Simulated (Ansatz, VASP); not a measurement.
# Al2O3 in VASP and in Ansatz

INCAR

```
SYSTEM = Al2O3
PREC     = Accurate       ! precision mode
ENCUT    = 600            ! plane-wave cutoff, eV
EDIFF    = 1E-6           ! SCF threshold, eV
ISMEAR   = 0              ! smearing method
SIGMA    = 0.02           ! smearing width, eV
LREAL    = .False.        ! projectors in reciprocal space
LASPH    = .True.         ! aspherical terms in the spheres
NELM     = 80             ! most SCF steps
ALGO     = Normal         ! electronic algorithm
ISIF     = 3              ! what is computed and relaxed
LWAVE    = .False.        ! write WAVECAR
LCHARG   = .False.        ! write CHGCAR
IBRION   = 2              ! ionic algorithm
NSW      = 100            ! ionic steps
EDIFFG   = -0.002         ! ionic threshold
```

Contents of KPOINTS:

```
Automatic mesh
0
Gamma
  6 6 6
  0 0 0
```

File POSCAR:

```
Al2O3
1.0
    2.3790760000      1.3735601700      4.3299000000
   -2.3790760000      1.3735601700      4.3299000000
    0.0000000000     -2.7471203400      4.3299000000
Al O
4 6
Direct
    0.3522900000      0.3522900000      0.3522900000
    0.1477100000      0.1477100000      0.1477100000
    0.6477100000      0.6477100000      0.6477100000
    0.8522900000      0.8522900000      0.8522900000
    0.5562100000      0.9437900000      0.2500000000
    0.2500000000      0.5562100000      0.9437900000
    0.9437900000      0.2500000000      0.5562100000
    0.4437900000      0.0562100000      0.7500000000
    0.7500000000      0.4437900000      0.0562100000
    0.0562100000      0.7500000000      0.4437900000
```

Input for Ansatz:

```yaml
crystal:
  lattice:
    - [2.379076, 1.37356017, 4.3299]
    - [-2.379076, 1.37356017, 4.3299]
    - [0.0, -2.74712034, 4.3299]
  atoms:
    - { symbol: Al, position: [0.35229, 0.35229, 0.35229] }
    - { symbol: Al, position: [0.14771, 0.14771, 0.14771] }
    - { symbol: Al, position: [0.64771, 0.64771, 0.64771] }
    - { symbol: Al, position: [0.85229, 0.85229, 0.85229] }
    - { symbol: O, position: [0.55621, 0.94379, 0.25] }
    - { symbol: O, position: [0.25, 0.55621, 0.94379] }
    - { symbol: O, position: [0.94379, 0.25, 0.55621] }
    - { symbol: O, position: [0.44379, 0.05621, 0.75] }
    - { symbol: O, position: [0.75, 0.44379, 0.05621] }
    - { symbol: O, position: [0.05621, 0.75, 0.44379] }
basis:
  ecutwfc: 600.0
kpoints:
  mp_grid: { grid: [6, 6, 6] }
hamiltonian:
  xc: lda
  pseudopotentials: { kind: paw, azcp: { folder: soft_1 } }
scf:
  occupations: { method: gaussian, width: 0.02 }
output:
  forces: true
  stress: true
  eigenvalues: true
  write_density: true
  write_potential: true
  elf: true
  volumetric_format: npy
relax:
  adjacent_minimum: "off"
  f_tol: 0.002
  max_steps: 80
  cell: { stress_tol: 0.02 }
```

Alike in both runs: task relaxation of cell and atoms; functional LDA; k mesh 6 × 6 × 6; occupations gaussian, width 0.02 eV; no spin polarisation.

|  | VASP | Ansatz |
| --- | --- | --- |
| version | VASP 6.6.1 | Ansatz 0.2.0 |
| potentials or method | VASP PAW LDA potentials, release 64 (Al, O), cutoff 600 eV | scalar-relativistic, plane waves, PAW |
| valence electrons in the cell | 48 | 48 |

|  | VASP | Ansatz | Ansatz less VASP |
| --- | --- | --- | --- |
| gap on the k mesh at the Fermi level, each at its own relaxed structure (eV) | 6.42 | 6.44 | +0.021 |
| relaxed volume (Å³/atom) | 8.34 | 8.32 | -0.017 |
| relaxed cell length with the largest relative difference (Å) | 5.093 | 5.091 | -0.0026 |

Ansatz warns that its potentials were made for another functional, while VASP's fit it. LDA's correlation is that of Perdew and Zunger in VASP and of Perdew and Wang (1992) in Ansatz.
